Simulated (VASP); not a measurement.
# Ba4Ti4HO12 (a cell with a defect) in VASP: single point with PBEsol

Aim: the single point of Ba4Ti4HO12 (a cell with a defect) with PBEsol.

Everything below comes from runs of VASP 6.6.1. Logs are shortened: lines on timing, memory, paths and dates and some standing lists are left out, and cuts for length are marked.

### Step 1. The cell of the first run

The cell holds a defect, 21 atoms: a = 8.008 Å, b = 8.008 Å, c = 4.004 Å, α = 89.84°, β = 89.84°, γ = 89.84°.

### Step 2. Single point, PBEsol

INCAR reads:

```
PREC = Accurate ; ENCUT = 520
EDIFF = 1E-6 ; ISMEAR = 0
SIGMA = 0.02 ; LREAL = F
LASPH = T ; NELM = 120
ALGO = Normal ; ISIF = 2
LWAVE = F ; LCHARG = F
GGA = PS ; NBANDS = 96
GGA_COMPAT = F
```

KPOINTS reads:

```
Automatic mesh
0
Gamma
  2 2 4
```

POSCAR reads:

```
Ba4Ti4HO12
1.0
    5.6547340000      3.2647620000      4.6367860000
   -5.6547340000      3.2647620000      4.6367860000
    0.0000000000     -3.2647620000      2.3183930000
Ba Ti O H
4 4 12 1
Direct
    0.0225326279      0.0225326279      0.0059669946
    0.0077985368      0.5109352953      0.0020552433
    0.5109352953      0.0077985368      0.0020552433
    0.4984993939      0.4984993939      0.0005494064
    0.2596069479      0.2596069479      0.5041927909
    0.2562980649      0.7619068756      0.5028407324
    0.7619068756      0.2562980649      0.5028407324
    0.7341617392      0.7341617392      0.4895876205
    0.2597885459      0.2597885459      0.0026529718
    0.0097737955      0.2604080291      0.5039153663
    0.2604080291      0.0097737955      0.5039153663
    0.2529452033      0.7610642027      0.0047770703
   -0.0054441533      0.7791557277      0.5063688383
    0.2524770749      0.5126032157      0.5034256551
    0.7610642027      0.2529452033      0.0047770703
    0.5126032157      0.2524770749      0.5034256551
    0.7791557277     -0.0054441533      0.5063688383
    0.7416877840      0.7416877840      0.0093493188
    0.5011866237      0.7555038361      0.5044640756
    0.7555038361      0.5011866237      0.5044640756
   -0.0944893667     -0.0944893667      0.5088069345
```

Potentials or basis: VASP PAW PBE potentials, release 64 (Ba_sv, Ti_sv, O, H).

Run with:

```bash
$ cat potpaw_PBE.64/Ba_sv/POTCAR potpaw_PBE.64/Ti_sv/POTCAR potpaw_PBE.64/O/POTCAR potpaw_PBE.64/H/POTCAR > POTCAR
$ mpirun -np 1 vasp_std > vasp.out
```

OUTCAR:

```text
PREC = Accurate
   ENCUT = 520
   EDIFF = 1E-6
   ISMEAR = 0
   LREAL = F
   LASPH = T
   NELM = 120
   ISIF = 2
   GGA = PS

 ion  position               nearest neighbor table
   1  0.023  0.023  0.006-  21 2.40  21 2.41   9 2.69  11 2.76  10 2.76  10 2.77  11 2.77  15 2.79
                            12 2.79  17 2.80  13 2.80  17 2.81  13 2.81  18 3.19   5 3.35   5 3.35
   2  0.008  0.511  0.002-  14 2.79  12 2.81  14 2.81  18 2.82  10 2.83  10 2.84  20 2.84   9 2.85
                            20 2.85  15 2.86  13 2.92  13 2.95   8 3.43   6 3.46   7 3.47   5 3.47
   3  0.511  0.008  0.002-  16 2.79  15 2.81  16 2.81  18 2.82  11 2.83  11 2.84  19 2.84   9 2.85
                            19 2.85  12 2.86  17 2.92  17 2.95   8 3.43   7 3.46   6 3.47   5 3.47
   4  0.498  0.498  0.001-   9 2.71  18 2.76  16 2.81  14 2.81  14 2.82  16 2.82  19 2.86  20 2.86
                            12 2.87  15 2.87  19 2.89  20 2.89   8 3.32   8 3.36   5 3.37   5 3.37
   5  0.260  0.260  0.504-   9 2.00  10 2.00  11 2.00   9 2.01  16 2.03  14 2.03   1 3.35   1 3.35
                             4 3.37   4 3.37   2 3.47   3 3.47   2 3.48   3 3.48
   6  0.256  0.762  0.503-  19 1.96  11 1.99  12 1.99  14 2.00  12 2.01  13 2.10   1 3.43   1 3.45
                             2 3.46   3 3.47   2 3.48   3 3.48   4 3.49   4 3.50
   7  0.762  0.256  0.503-  20 1.96  10 1.99  15 1.99  16 2.00  15 2.01  17 2.10   1 3.43   1 3.45
                             3 3.46   2 3.47   3 3.48   2 3.48   4 3.49   4 3.50
   8  0.734  0.734  0.490-  19 1.87  20 1.87  18 1.92  18 2.08  17 2.12  13 2.12   4 3.32   4 3.36
                             2 3.43   3 3.43   2 3.49   3 3.49   1 3.79
   9  0.260  0.260  0.003-   5 2.00   5 2.01   1 2.69   4 2.71   2 2.85   3 2.85
  10  0.010  0.260  0.504-   7 1.99   5 2.00   1 2.76   1 2.77   2 2.83   2 2.84
  11  0.260  0.010  0.504-   6 1.99   5 2.00   1 2.76   1 2.77   3 2.83   3 2.84
  12  0.253  0.761  0.005-   6 1.99   6 2.01   1 2.79   2 2.81   3 2.86   4 2.87
  13  0.995  0.779  0.506-  21 1.24   6 2.10   8 2.12   1 2.80   1 2.81   2 2.92   2 2.95
  14  0.252  0.513  0.503-   6 2.00   5 2.03   2 2.79   4 2.81   2 2.81   4 2.82
  15  0.761  0.253  0.005-   7 1.99   7 2.01   1 2.79   3 2.81   2 2.86   4 2.87
  16  0.513  0.252  0.503-   7 2.00   5 2.03   3 2.79   4 2.81   3 2.81   4 2.82
  17  0.779  0.995  0.506-  21 1.24   7 2.10   8 2.12   1 2.80   1 2.81   3 2.92   3 2.95
  18  0.742  0.742  0.009-   8 1.92   8 2.08   4 2.76   3 2.82   2 2.82   1 3.19
  19  0.501  0.756  0.504-   8 1.87   6 1.96   3 2.84   3 2.85   4 2.86   4 2.89
  20  0.756  0.501  0.504-   8 1.87   7 1.96   2 2.84   2 2.85   4 2.86   4 2.89
  21  0.906  0.906  0.509-  13 1.24  17 1.24   1 2.40   1 2.41

  LATTYP: Found a base centered monoclinic cell.
 ALAT       =    11.3416851176
 B/A-ratio  =     0.9971594065
 C/A-ratio  =     0.3530515863
 COS(beta)  =    -0.0040172870

  Lattice vectors:

 A1 = (  -5.6547340000,  -3.2647620000,  -4.6367860000)
 A2 = (   5.6547340000,  -3.2647620000,  -4.6367860000)
 A3 = (   0.0000000000,  -3.2647620000,   2.3183930000)

Analysis of symmetry for initial positions (statically):
=====================================================================
 Subroutine PRICEL returns:
 Original cell was already a primitive cell.

 Routine SETGRP: Setting up the symmetry group for a
 base centered monoclinic supercell.

 Subroutine GETGRP returns: Found  2 space group operations
 (whereof  2 operations were pure point group operations)
 out of a pool of  4 trial point group operations.

The static configuration has the point symmetry C_1h.

Analysis of symmetry for dynamics (positions and initial velocities):
=====================================================================
 Subroutine PRICEL returns:
 Original cell was already a primitive cell.

 Routine SETGRP: Setting up the symmetry group for a
 base centered monoclinic supercell.

 Subroutine GETGRP returns: Found  2 space group operations
 (whereof  2 operations were pure point group operations)
 out of a pool of  4 trial point group operations.

The dynamic configuration has the point symmetry C_1h.

 Subroutine INISYM returns: Found  2 space group operations
 (whereof  2 operations are pure point group operations),
 and found     1 'primitive' translations

----------------------------------------------------------------------------------------

                                     Primitive cell

  volume of cell :     256.8041

  direct lattice vectors                    reciprocal lattice vectors
     5.654734000  3.264762000  4.636786000     0.088421489  0.051050174  0.071888876
    -5.654734000  3.264762000  4.636786000    -0.088421489  0.051050174  0.071888876
[... 88 lines left out ...]
|     Results are often still useful ...                                      |
|                                                                             |
 -----------------------------------------------------------------------------

 Subroutine IBZKPT returns following result:
 ===========================================

 Found      9 irreducible k-points:

 Following reciprocal coordinates:
            Coordinates               Weight
  0.000000  0.000000  0.000000      1.000000
  0.500000  0.000000  0.000000      2.000000
  0.500000  0.500000  0.000000      1.000000
  0.000000  0.000000  0.250000      2.000000
  0.500000  0.000000  0.250000      4.000000
  0.500000  0.500000  0.250000      2.000000
  0.000000  0.000000  0.500000      1.000000
  0.500000  0.000000  0.500000      2.000000
  0.500000  0.500000  0.500000      1.000000
   k-points           NKPTS =      9   k-points in BZ     NKDIM =      9   number of bands    NBANDS=     96
   number of dos      NEDOS =    301   number of ions     NIONS =     21
   total plane-waves  NPLWV = 108000
   dimension x,y,z NGX =    60 NGY =   60 NGZ =   30
   dimension x,y,z NGXF=   120 NGYF=  120 NGZF=   60
   ions per type =               4   4  12   1
   NGX,Y,Z   is equivalent  to a cutoff of  12.46, 12.46, 12.46 a.u.
   NGXF,Y,Z  is equivalent  to a cutoff of  24.91, 24.91, 24.91 a.u.
 SYSTEM =  unknown system
   PREC   = accura    normal or accurate (medium, high low for compatibility)
   ISTART =      0    job   : 0-new  1-cont  2-samecut
   ICHARG =      2    charge: 1-file 2-atom 10-const
   ISPIN  =      1    spin polarized calculation?
   LNONCOLLINEAR =      F non collinear calculations
   LSORBIT =      F    spin-orbit coupling
   LASPH  =      T    aspherical Exc in radial PAW
   ENCUT  =  520.0 eV  38.22 Ry    6.18 a.u.  14.89 14.89  7.45*2*pi/ulx,y,z
   NELM   =    120;   NELMIN=  2; NELMDL= -5     # of ELM steps
   EDIFF  = 0.1E-05   stopping-criterion for ELM
   LREAL  =      F    real-space projection
   EDIFFG = 0.1E-04   stopping-criterion for IOM
   NSW    =      0    number of steps for IOM
   IBRION =     -1    ionic relax: 0-MD 1-quasi-New 2-CG
   NFREE  =      0    steps in history (QN), initial steepest desc. (CG)
   ISIF   =      2    stress and relaxation
   ISYM   =      2    0-nonsym 1-usesym 2-fastsym
   POTIM  = 0.5000    time-step for ionic-motion
   TEBEG  =    0.0;   TEEND  =   0.0 temperature during run
   PSTRESS=    0.0 pullay stress
   NELECT =     161.0000    total number of electrons
   NUPDOWN=      -1.0000    fix difference up-down
   EMIN   =  10.00;   EMAX   =-10.00  energy-range for DOS
   EFERMI =   0.00;   METHOD = LEGACY
   ISMEAR =     0;   SIGMA  =   0.02  broadening in eV -4-tet -1-fermi 0-gaus
   EFERMI_NEDOS =   21; number of points for ismear=-14 and -15
   IALGO  =     38    algorithm
   IMIX   =      4    mixing-type and parameters
     AMIX     =   0.40;   BMIX     =  1.00
     AMIX_MAG =   1.60;   BMIX_MAG =  1.00
  volume/ion in A,a.u.               =      12.23        82.52
  Fermi-wavevector in a.u.,A,eV,Ry     =   1.401144  2.647778 26.711021  1.963205
  Thomas-Fermi vector in A             =   2.524035
   LORBIT       =      0    0 simple, 1 ext, 2 COOP (PROOUT), +10 PAW based schemes
   GGA     = PS    functional components
   LHFCALC =     F    Hartree Fock is set to
   AEXX    =    0.0000 exact exchange contribution
   IVDW    =     0    specifies the selected vdW correction
   LEPSILON=     F    determine dielectric tensor
   LRPA    =     F    only Hartree local field effects (RPA)
 non-spin polarized calculation
 Gauss-broadening in eV      SIGMA  =   0.02
  energy-cutoff  :      520.00
  volume of cell :      256.80
 maximum number of plane-waves:      6959
 NGX is ok and might be reduce to    60
   NGX = 29   NGY = 29   NGZ = 15

 number of electron     161.0000021 magnetization

 Free energy of the ion-electron system (eV)
  ---------------------------------------------------
  ext. energy  EPLUGINS =         0.00000000
  ---------------------------------------------------
  free energy    TOTEN  =      -170.15959908 eV

  energy without entropy =     -170.15756719  energy(sigma->0) =     -170.15858313

 E-fermi :   5.9174     XC(G=0): -11.5437

 val. band max:        5.9134268875   @ k =   0.0000   0.0000   0.2500
 cond. band min:       5.9800793288   @ k =   0.0000   0.0000   0.0000
 fundamental gap:      0.0666524413
 Fermi energy:         5.9173506022

 k-point     1 :       0.0000    0.0000    0.0000
  band No.  band energies     occupation
      1     -52.1671      2.00000
      2     -52.1482      2.00000
      3     -52.1482      2.00000
      4     -52.0593      2.00000
      5     -28.6969      2.00000
      6     -28.6316      2.00000
[... 844 lines left out ...]
     91       7.8685      0.00000
     92       7.9701      0.00000
 [bands above 92 left out]

------------------------ aborting loop because EDIFF is reached ----------------------------------------

  FORCE on cell =-STRESS in cart. coord.  units (eV):
  Direction    XX          YY          ZZ          XY          YZ          ZX
  --------------------------------------------------------------------------------------
  -------------------------------------------------------------------------------------
  Total       -3.5299971      3.4929234      4.2705122      0.0000000      2.1649360      0.0000000
  in kB      -22.0233264     21.7920273     26.6433321      0.0000000     13.5068358      0.0000000
  external PRESSURE =       8.8040110 kB  Pullay stress =       0.0000000 kB

 VOLUME and BASIS-vectors are now :
 -----------------------------------------------------------------------------
  energy-cutoff  :      520.00
  volume of cell :      256.80
      direct lattice vectors                 reciprocal lattice vectors
     5.654734000  3.264762000  4.636786000     0.088421489  0.051050174  0.071888876
    -5.654734000  3.264762000  4.636786000    -0.088421489  0.051050174  0.071888876
     0.000000000 -3.264762000  2.318393000     0.000000000 -0.204200694  0.143777752

 POSITION                                       TOTAL-FORCE (eV/Angst)
 -----------------------------------------------------------------------------------
      0.00000      0.12765      0.22279        -0.000000     -0.018632     -0.044431
     -2.84510      1.68683      2.41002        -0.027071      0.005306      0.005957
      2.84510      1.68683      2.41002         0.027071      0.005306      0.005957
      0.00000      3.25317      4.62414        -0.000000      0.005078      0.016411
      0.00000      0.04904      3.57640        -0.000000      0.028820      0.011634
     -2.85908      1.68254      5.88698        -0.023564     -0.026586     -0.005401
[... 13 lines left out ...]
      1.43810      2.45584      6.99655         0.010574     -0.002654     -0.015445
      0.00000      4.25142      9.57693        -0.000000     -0.036493     -0.040945
 -----------------------------------------------------------------------------------
    total drift:                                0.000000     -0.001440      0.006332

  FREE ENERGIE OF THE ION-ELECTRON SYSTEM (eV)
  ---------------------------------------------------
  free  energy   TOTEN  =      -170.1595990751 eV

  energy  without entropy=     -170.1575671880  energy(sigma->0) =     -170.15858313
```

It took 5.8 min on 1 thread of Intel Xeon Platinum 8488C (Sapphire Rapids), shared host; peak memory 0.43 GiB.

Results:

- Free energy: -170.1596 eV
- Pressure: 0.9 GPa
- Largest force: 0.072 eV/Å
- Band gap on the k mesh: zero (an odd number of electrons rules out a gap without spin polarisation)

Forces on the atoms (eV/Å):
```
Ba   0.000 -0.019 -0.044
Ba  -0.027  0.005  0.006
Ba   0.027  0.005  0.006
Ba   0.000  0.005  0.016
Ti   0.000  0.029  0.012
Ti  -0.024 -0.027 -0.005
Ti   0.024 -0.027 -0.005
Ti   0.000  0.017  0.070
O    0.000 -0.017 -0.001
O   -0.010  0.006  0.007
O    0.010  0.006  0.007
O    0.021  0.010  0.007
O    0.044 -0.003 -0.016
O    0.006  0.001 -0.004
O   -0.021  0.010  0.007
O   -0.006  0.001 -0.004
O   -0.044 -0.003 -0.016
O    0.000  0.042  0.029
O   -0.011 -0.003 -0.015
O    0.011 -0.003 -0.015
H    0.000 -0.036 -0.041
```

Stress tensor (GPa, compression positive):
```
-2.20  0.00  0.00
 0.00  2.18  1.35
 0.00  1.35  2.66
```

Caveat: the k points lie up to 0.39 Å⁻¹ apart, too coarse for converged energies and pressures of a metal; the PAW data sets were made with another functional, which shifts forces and pressure a little; spin-orbit coupling is left out, which moves the levels of the heavy elements; an odd number of electrons without spin polarisation forces a metal; a magnetic or distorted state may lie lower; semilocal functionals often make such compounds metallic where correlation or magnetic order opens a gap, which also shifts bond lengths.
